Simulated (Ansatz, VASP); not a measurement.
**One calculation of SiSe, two programs**

```
Si Se
1.0
     3.54661    0.00000    0.00000
    -1.77331    3.07145    0.00000
     0.00000    0.00000    3.55009
Si Se
1 1
Direct
  0.66667 0.33333 0.50000
  0.00000 0.00000 0.00000
```

Change from the starting cell: volume scaled by 0.96.

Alike in both runs: task single point; functional PBE; k mesh 9 × 9 × 7; occupations fermi-dirac, width 0.05 eV; no spin polarisation.

```csv
,VASP,Ansatz
version,VASP 6.6.1,Ansatz 0.2.0
potentials or method,"VASP PAW PBE potentials, release 64 (Si, Se), cutoff 520 eV","all-electron LAPW, scalar-relativistic"
```

|  | VASP | Ansatz | Ansatz less VASP |
| --- | --- | --- | --- |
| gap on the k mesh at the Fermi level (eV) | none | none | - |
| pressure (GPa) | 2.8 | 2.7 | -0.04 |
| traceless stress, the component that is largest in VASP (GPa) | 1.26 | 1.26 | -0.005 |

A gap of «none» marks a metal or a gap that the smearing closes. Ansatz ran all-electron here, and VASP with PAW potentials.
